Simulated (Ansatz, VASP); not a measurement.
# Mo: VASP beside Ansatz

```
Mo
1.0
    -1.59457    1.59457    1.57100
     1.59457   -1.59457    1.57100
     1.59457    1.59457   -1.57100
Mo
1
Direct
  0.00000 0.00000 0.00000
```

Change from the starting cell: strain +0.015 along x and y, +0.000 along z, atoms carried along.

Alike in both runs: task single point; functional r2SCAN; k mesh 22 × 22 × 22; occupations gaussian, width 0.15 eV; no spin polarisation.

```csv
,VASP,Ansatz
version,VASP 6.6.1,Ansatz 0.2.0
potentials or method,"VASP PAW PBE potentials, release 64 (Mo_sv), cutoff 520 eV","scalar-relativistic, plane waves, PAW"
valence electrons in the cell,14,14
```

VASP gave:

- gap on the k mesh at the Fermi level (eV): none
- pressure (GPa): -4.5
- traceless stress, the component that is largest in VASP (GPa): 3.15

**Question.** Which values does Ansatz return?

**Answer.** gap on the k mesh at the Fermi level (eV): none; pressure (GPa): -5.5; traceless stress, the component that is largest in VASP (GPa): 3.15.

VASP's potentials were made for PBE, not for r2SCAN. A gap of «none» marks a metal or a gap that the smearing closes. With one functional, cell and mesh, what is left measures potentials, basis and numerics.
